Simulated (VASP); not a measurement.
Set up this calculation in VASP 6.6.1, as the native input.

```
Task                   : single point
Functional             : r2SCAN
Dispersion             : D4
Potentials or basis    : VASP PAW PBE potentials, release 64 (C_h)
Cutoff                 : 1430 eV
k mesh                 : 13 × 13 × 13
Occupations            : fermi-dirac, width 0.05 eV
Spin                   : no spin polarisation
Dipole correction      : no
Further INCAR settings : ALGO = Normal; EDIFF = 1e-06; NBANDS = 11
```

The system is C.

```xyz
2
Lattice="0.0000 1.7834 1.7834 1.7834 0.0000 1.7834 1.7834 1.7834 0.0000" Properties=species:S:1:pos:R:3 pbc="T T T"
C     2.6751    2.6751    2.6751
C     1.7834    1.7834    1.7834
```

These files were run (other wordings do the same):

POSCAR

```
C
1.0
    0.0000000000      1.7833700000      1.7833700000
    1.7833700000      0.0000000000      1.7833700000
    1.7833700000      1.7833700000      0.0000000000
C
2
Direct
    0.7500000000      0.7500000000      0.7500000000
    0.5000000000      0.5000000000      0.5000000000
```

INCAR.step1

```
ALGO = Normal
EDIFF = 1E-5
ENCUT = 1430
GGA = PE
GGA_COMPAT = False
ISMEAR = -1
LASPH = True
LCHARG = False
LREAL = False
LWAVE = True
NBANDS = 11
NELM = 120
PREC = Accurate
SIGMA = 0.05
```

INCAR.step2

```
ALGO = Normal
EDIFF = 1E-6
ENCUT = 1430
GGA_COMPAT = False
ISIF = 2
ISMEAR = -1
ISTART = 1
IVDW = 13
LASPH = True
LCHARG = False
LMIXTAU = True
LREAL = False
LWAVE = False
METAGGA = R2SCAN
NBANDS = 11
NELM = 120
PREC = Accurate
SIGMA = 0.05
VDW_A1 = 0.51559235
VDW_A2 = 5.77342911
VDW_S6 = 1.0
VDW_S8 = 0.6018749
```

KPOINTS

```
k-points
0
Gamma
  13 13 13
```

Potentials or basis: VASP PAW PBE potentials, release 64 (C_h).

Run with:

```sh
$ cat potpaw_PBE.64/C_h/POTCAR > POTCAR
$ cp INCAR.step1 INCAR
$ mpirun -np 1 vasp_std > vasp.out
$ cp INCAR.step2 INCAR
$ mpirun -np 1 vasp_std > vasp.out
```

Results of the run:

* Pressure: -5.2 GPa
* Band gap on the k mesh: 4.37 eV (least direct gap 5.88 eV)
* Dispersion energy per atom: -0.088 eV

Caveat: the cell stands under tension; the PAW data sets were made with another functional, which shifts forces and pressure a little; an odd mesh through Γ misses points on the zone boundary, where band edges can lie.

It took 2.1 min on 1 thread of AMD EPYC 7R13 Processor (Zen 3), on a shared host, peak memory 0.16 GiB.
